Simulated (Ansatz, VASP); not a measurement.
MgO: VASP beside Ansatz

File INCAR:

```
PREC = Accurate ; ENCUT = 600
EDIFF = 1E-6 ; ISMEAR = -1
SIGMA = 0.02 ; LREAL = False
LASPH = True ; NELM = 120
ALGO = Normal ; ISIF = 2
LWAVE = False ; LCHARG = False
GGA = PE ; NBANDS = 11
GGA_COMPAT = False
```

The input KPOINTS:

```
regular mesh
0
Gamma
  8 8 8
```

POSCAR

```
MgO
1.0
   -0.0105425000      2.1085000000      2.1085000000
    2.1085000000     -0.0105425000      2.1085000000
    2.0979575000      2.0979575000      0.0000000000
Mg O
1 1
Direct
    0.0000000000      0.0000000000      0.0000000000
    0.5000000000      0.5000000000      0.5000000000
```

Input for Ansatz:

```yaml
crystal:
  lattice:
    - [-0.0105425, 2.1085, 2.1085]
    - [2.1085, -0.0105425, 2.1085]
    - [2.0979574999999997, 2.0979574999999997, 0.0]
  atoms:
    - { symbol: Mg, position: [0.0, 0.0, 0.0] }
    - { symbol: O, position: [0.5, 0.5, 0.5] }
basis:
  ecutwfc: 470.0
kpoints:
  mp_grid:
    grid: [8, 8, 8]
hamiltonian:
  xc: pbe
scf:
  occupations:
    method: fermi_dirac
    width: 0.02
output:
  stress: true
```

Alike in both runs: task single point; functional PBE; k mesh 8 × 8 × 8; occupations fermi-dirac, width 0.02 eV; no spin polarisation.

|  | VASP | Ansatz |
| --- | --- | --- |
| version | VASP 6.6.1 | Ansatz 0.2.0 |
| potentials or method | VASP PAW PBE potentials, release 64 (Mg, O), cutoff 600 eV | plane waves, PAW |
| valence electrons in the cell | 8 | 16 |

|  | VASP | Ansatz | Ansatz less VASP |
| --- | --- | --- | --- |
| pressure (GPa) | 3.1 | 4.1 | +1.02 |
| traceless stress, the component that is largest in VASP (GPa) | 1.47 | 1.46 | -0.012 |

VASP's potentials hold 8 valence electrons a cell and Ansatz's 16, so a difference there can come from the potentials and not from the codes.
